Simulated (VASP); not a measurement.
# Pb (Pm-3m) in VASP: density of states with PBEsol

Aim: the density of states of Pb with PBEsol.

All numbers are computed with VASP 6.6.1; they aren't measurements. Logs are shortened: lines on timing, memory, paths and dates and some standing lists are left out, and cuts for length are marked.

## 1. The cell of the first run

Symmetry: Pm-3m, No. 221, cubic system. The conventional cell has a = 2.401 Å, b = 2.401 Å, c = 2.401 Å, α = 90.00°, β = 90.00°, γ = 90.00°. Within 3.2 Å of Pb (site symmetry m-3m) lie 6 Pb at 2.40 Å.

## 2. Density of states, PBEsol (volume scaled by 0.43)

File POSCAR:

```
Pb
1.0
    2.4009983839      0.0000000000      0.0000000000
    0.0000000000      2.4009983839      0.0000000000
    0.0000000000      0.0000000000      2.4009983839
Pb
1
Direct
    0.0000000000      0.0000000000      0.0000000000
```

File INCAR.step1:

```
SYSTEM = Pb
  PREC = Accurate
  ENCUT = 520
  EDIFF = 1E-6
  ISMEAR = -1
  SIGMA = 0.05
  LREAL = .False.
  LASPH = .True.
  NELM = 100
  ALGO = Normal
  ISIF = 2
  LWAVE = .False.
  LCHARG = .True.
  GGA = PS
  NBANDS = 13
```

File KPOINTS.step1:

```
regular mesh
0
Gamma
  13 13 13
  0 0 0
```

File INCAR.step2:

```
SYSTEM = Pb
  PREC = Accurate
  ENCUT = 520
  EDIFF = 1E-6
  ISMEAR = -5
  SIGMA = 0.05
  LREAL = .False.
  LASPH = .True.
  NELM = 100
  ALGO = Normal
  ISIF = 2
  LWAVE = .False.
  LCHARG = .False.
  GGA = PS
  LORBIT = 11
  NBANDS = 13
  NEDOS = 2001
  ICHARG = 11
```

File KPOINTS.step2:

```
regular mesh
0
Gamma
  20 20 20
  0 0 0
```

Potentials or basis: VASP PAW PBE potentials, release 64 (Pb_d).

Launch:

```sh
$ cat potpaw_PBE.64/Pb_d/POTCAR > POTCAR
$ cp INCAR.step1 INCAR
$ cp KPOINTS.step1 KPOINTS
$ mpirun -np 1 vasp_std > vasp.out
$ cp INCAR.step2 INCAR
$ cp KPOINTS.step2 KPOINTS
$ mpirun -np 1 vasp_std > vasp.out
```

OUTCAR:

```text
SYSTEM = Pb
   PREC = Accurate
   ENCUT = 520
   EDIFF = 1E-6
   ISMEAR = -5
   LREAL = .False.
   LASPH = .True.
   NELM = 100
   ISIF = 2
   GGA = PS
   LORBIT = 11
   ICHARG = 11

 ion  position               nearest neighbor table
   1  0.000  0.000  0.000-

  LATTYP: Found a simple cubic cell.
 ALAT       =     2.4009983839

  Lattice vectors:

 A1 = (   2.4009983839,   0.0000000000,   0.0000000000)
 A2 = (   0.0000000000,   2.4009983839,   0.0000000000)
 A3 = (   0.0000000000,   0.0000000000,   2.4009983839)

Analysis of symmetry for initial positions (statically):
=====================================================================
 Subroutine PRICEL returns:
 Original cell was already a primitive cell.

 Routine SETGRP: Setting up the symmetry group for a
 simple cubic supercell.

 Subroutine GETGRP returns: Found 48 space group operations
[... 9 lines left out ...]

 Routine SETGRP: Setting up the symmetry group for a
 simple cubic supercell.

 Subroutine GETGRP returns: Found 48 space group operations
[... 11 lines left out ...]
                                     Primitive cell

  volume of cell :      13.8413

  direct lattice vectors                    reciprocal lattice vectors
     2.400998384  0.000000000  0.000000000     0.416493408  0.000000000  0.000000000
     0.000000000  2.400998384  0.000000000     0.000000000  0.416493408  0.000000000
     0.000000000  0.000000000  2.400998384     0.000000000  0.000000000  0.416493408

  length of vectors
     2.400998384  2.400998384  2.400998384     0.416493408  0.416493408  0.416493408

  position of ions in fractional coordinates (direct lattice)
     0.000000000  0.000000000  0.000000000

  ion indices of the primitive-cell ions
   primitive index   ion index
                 1           1

----------------------------------------------------------------------------------------

 KPOINTS: regular mesh

Automatic generation of k-mesh.
 Grid dimensions read from file:
 generate k-points for:   20   20   20

 Generating k-lattice:

  Cartesian coordinates                     Fractional coordinates (reciprocal lattice)
     0.020824670  0.000000000  0.000000000     0.050000000  0.000000000  0.000000000
     0.000000000  0.020824670  0.000000000     0.000000000  0.050000000  0.000000000
     0.000000000  0.000000000  0.020824670     0.000000000  0.000000000  0.050000000

  Length of vectors
     0.020824670  0.020824670  0.020824670

  Shift w.r.t. Gamma in fractional coordinates (k-lattice)
     0.000000000  0.000000000  0.000000000

 TETIRR: Found   3982 inequivalent tetrahedra from    48000

 Subroutine IBZKPT returns following result:
 ===========================================

 Found    286 irreducible k-points:

 Following reciprocal coordinates:
            Coordinates               Weight
  0.000000  0.000000  0.000000      1.000000
  0.050000  0.000000  0.000000      6.000000
  0.100000  0.000000  0.000000      6.000000
  0.150000  0.000000  0.000000      6.000000
  0.200000  0.000000  0.000000      6.000000
  0.250000  0.000000  0.000000      6.000000
[... 16 lines left out ...]
  0.150000  0.100000  0.000000     24.000000
  0.200000  0.100000  0.000000     24.000000
 [... further k-points ...]
   k-points           NKPTS =    286   k-points in BZ     NKDIM =    286   number of bands    NBANDS=     13
   number of dos      NEDOS =   2001   number of ions     NIONS =      1
   total plane-waves  NPLWV =   5832
   dimension x,y,z NGX =    18 NGY =   18 NGZ =   18
   dimension x,y,z NGXF=    36 NGYF=   36 NGZF=   36
   ions per type =               1
   NGX,Y,Z   is equivalent  to a cutoff of  12.46, 12.46, 12.46 a.u.
   NGXF,Y,Z  is equivalent  to a cutoff of  24.93, 24.93, 24.93 a.u.
 SYSTEM =  Pb
   PREC   = accura    normal or accurate (medium, high low for compatibility)
   ISTART =      0    job   : 0-new  1-cont  2-samecut
   ICHARG =     11    charge: 1-file 2-atom 10-const
   ISPIN  =      1    spin polarized calculation?
   LNONCOLLINEAR =      F non collinear calculations
   LSORBIT =      F    spin-orbit coupling
   LASPH  =      T    aspherical Exc in radial PAW
   ENCUT  =  520.0 eV  38.22 Ry    6.18 a.u.   4.46  4.46  4.46*2*pi/ulx,y,z
   NELM   =    100;   NELMIN=  2; NELMDL=  0     # of ELM steps
   EDIFF  = 0.1E-05   stopping-criterion for ELM
   LREAL  =      F    real-space projection
   EDIFFG = 0.1E-04   stopping-criterion for IOM
   NSW    =      0    number of steps for IOM
   IBRION =     -1    ionic relax: 0-MD 1-quasi-New 2-CG
   NFREE  =      0    steps in history (QN), initial steepest desc. (CG)
   ISIF   =      2    stress and relaxation
   ISYM   =      2    0-nonsym 1-usesym 2-fastsym
   POTIM  = 0.5000    time-step for ionic-motion
   TEBEG  =    0.0;   TEEND  =   0.0 temperature during run
   PSTRESS=    0.0 pullay stress
   NELECT =      14.0000    total number of electrons
   NUPDOWN=      -1.0000    fix difference up-down
   EMIN   =  10.00;   EMAX   =-10.00  energy-range for DOS
   EFERMI =   0.00;   METHOD = LEGACY
   ISMEAR =    -5;   SIGMA  =   0.05  broadening in eV -4-tet -1-fermi 0-gaus
   EFERMI_NEDOS =   21; number of points for ismear=-14 and -15
   IALGO  =     38    algorithm
   IMIX   =      4    mixing-type and parameters
     AMIX     =   0.40;   BMIX     =  1.00
     AMIX_MAG =   1.60;   BMIX_MAG =  1.00
  volume/ion in A,a.u.               =      13.84        93.41
  Fermi-wavevector in a.u.,A,eV,Ry     =   1.643333  3.105450 36.743134  2.700544
  Thomas-Fermi vector in A             =   2.733485
   LORBIT       =     11    0 simple, 1 ext, 2 COOP (PROOUT), +10 PAW based schemes
   GGA     = PS    functional components
   LHFCALC =     F    Hartree Fock is set to
   AEXX    =    0.0000 exact exchange contribution
   IVDW    =     0    specifies the selected vdW correction
   LEPSILON=     F    determine dielectric tensor
   LRPA    =     F    only Hartree local field effects (RPA)
 non-spin polarized calculation
 Fermi weights with tetrahedron method with Bloechl corrections
  energy-cutoff  :      520.00
  volume of cell :       13.84
 maximum number of plane-waves:       386
 NGX is ok and might be reduce to    18

 number of electron      14.0000008 magnetization

 Free energy of the ion-electron system (eV)
  ---------------------------------------------------
  ext. energy  EPLUGINS =         0.00000000
  ---------------------------------------------------
  free energy    TOTEN  =         3.69076287 eV

  energy without entropy =        3.69076287  energy(sigma->0) =        3.69076287

 E-fermi :  21.6890     XC(G=0): -14.6298

 val. band max:       21.8642928330   @ k =   0.2500   0.2500   0.1000
 cond. band min:      21.4988625342   @ k =   0.4000   0.4000   0.2000
 fundamental gap:     -0.3654302988
 Fermi energy:        21.6890470510

 k-point     1 :       0.0000    0.0000    0.0000
  band No.  band energies     occupation
      1      -1.9394      2.00000
      2      -1.9394      2.00000
      3      -0.1257      2.00000
      4       2.9963      2.00000
      5       2.9963      2.00000
      6       2.9963      2.00000
      7      28.0463      0.00000
      8      28.0463      0.00000
      9      28.0463      0.00000
     10      35.3774      0.00000
     11      36.7451      0.00000
     12      36.7451      0.00000
     13      42.2529      0.00000

 k-point     2 :       0.0500    0.0000    0.0000
  band No.  band energies     occupation
      1      -1.9303      2.00000
      2      -1.8755      2.00000
      3      -0.0415      2.00000
      4       2.9533      2.00000
      5       2.9533      2.00000
      6       2.9998      2.00000
      7      27.3609      0.00000
      8      28.1711      0.00000
      9      28.1711      0.00000
     10      35.7093      0.00000
     11      36.4208      0.00000
     12      37.1686      0.00000
     13      42.3190      0.00000

 k-point     3 :       0.1000    0.0000    0.0000
  band No.  band energies     occupation
      1      -1.9035      2.00000
      2      -1.7025      2.00000
      3       0.2263      2.00000
      4       2.8304      2.00000
      5       2.8304      2.00000
      6       3.0099      2.00000
      7      25.7870      0.00000
      8      28.5367      0.00000
      9      28.5367      0.00000
     10      35.6264      0.00000
     11      35.9286      0.00000
     12      38.7164      0.00000
     13      42.4941      0.00000

 k-point     4 :       0.1500    0.0000    0.0000
  band No.  band energies     occupation
      1      -1.8615      2.00000
      2      -1.4681      2.00000
      3       0.7134      2.00000
      4       2.6432      2.00000
      5       2.6432      2.00000
      6       3.0258      2.00000
      7      23.8892      0.00000
      8      29.1178      0.00000
      9      29.1178      0.00000
     10      34.6379      0.00000
     11      35.8920      0.00000
     12      40.9093      0.00000
     13      42.7516      0.00000

 k-point     5 :       0.2000    0.0000    0.0000
  band No.  band energies     occupation
      1      -1.8082      2.00000
      2      -1.2208      2.00000
      3       1.4493      2.00000
      4       2.4144      2.00000
      5       2.4144      2.00000
      6       3.0459      2.00000
      7      21.8966      0.61485
      8      29.8758      0.00000
      9      29.8758      0.00000
     10      33.6258      0.00000
     11      35.7031      0.00000
     12      43.0198      0.00000
     13      43.2063      0.00000
[... 257 lines left out ...]
 k-point    22 :       0.1000    0.1000    0.0000
  band No.  band energies     occupation
      1      -1.7751      2.00000
      2      -1.5309      2.00000
      3       0.5344      2.00000
      4       2.6749      2.00000
      5       2.8286      2.00000
      6       2.8620      2.00000
      7      25.9775      0.00000
      8      26.4517      0.00000
      9      29.0338      0.00000
     10      35.2976      0.00000
     11      37.9187      0.00000
     12      38.5872      0.00000
     13      42.7562      0.00000

 k-point    23 :       0.1500    0.1000    0.0000
  band No.  band energies     occupation
      1      -1.7093      2.00000
      2      -1.2867      2.00000
      3       0.9508      2.00000
      4       2.5180      2.00000
      5       2.6570      2.00000
      6       2.8651      2.00000
      7      24.2752      0.00000
      8      26.7183      0.00000
      9      29.6232      0.00000
     10      34.7023      0.00000
     11      37.8794      0.00000
     12      40.2795      0.00000
     13      43.0268      0.00000

 k-point    24 :       0.2000    0.1000    0.0000
  band No.  band energies     occupation
      1      -1.6464      2.00000
      2      -1.0112      2.00000
      3       1.4987      2.00000
      4       2.4306      2.00000
      5       2.4316      2.00000
      6       2.8859      2.00000
      7      22.2828      0.30518
      8      27.3173      0.00000
      9      30.3930      0.00000
     10      33.9346      0.00000
     11      37.6754      0.00000
     12      41.4349      0.00000
     13      43.3300      0.00000

 [... further k-points ...]
[... 5 lines left out ...]
  --------------------------------------------------------------------------------------
  -------------------------------------------------------------------------------------
  Total       25.9982436     25.9982436     25.9982436     -0.0000000     -0.0000000      0.0000000
  in kB     3009.3935670   3009.3935670   3009.3935670     -0.0000000     -0.0000000      0.0000000
  external PRESSURE =    3009.3935670 kB  Pullay stress =       0.0000000 kB

 VOLUME and BASIS-vectors are now :
 -----------------------------------------------------------------------------
  energy-cutoff  :      520.00
  volume of cell :       13.84
      direct lattice vectors                 reciprocal lattice vectors
     2.400998384  0.000000000  0.000000000     0.416493408  0.000000000  0.000000000
     0.000000000  2.400998384  0.000000000     0.000000000  0.416493408  0.000000000
     0.000000000  0.000000000  2.400998384     0.000000000  0.000000000  0.416493408

 POSITION                                       TOTAL-FORCE (eV/Angst)
 -----------------------------------------------------------------------------------
      0.00000      0.00000      0.00000         0.000000      0.000000      0.000000
 -----------------------------------------------------------------------------------
    total drift:                                0.000000      0.000000     -0.000000

  FREE ENERGIE OF THE ION-ELECTRON SYSTEM (eV)
  ---------------------------------------------------
  free  energy   TOTEN  =         3.6907628658 eV

  energy  without entropy=        3.6907628658  energy(sigma->0) =        3.69076287

 total charge

# of ion       s       p       d       tot
------------------------------------------
    1        1.402   1.913  10.083  13.398
```

Wall time 20 s (1 thread of AMD EPYC 9R45 (Zen 5), shared host); peak memory 0.13 GiB.

What came out:

```yaml
Valence_electrons_inside_the_program's_atomic_spheres: Pb 13.40
```

Caveat: the PAW data sets were made with another functional, which shifts forces and pressure a little; spin-orbit coupling is left out, which moves the levels of the heavy elements; tetrahedron occupations give inexact forces and stress in metals.
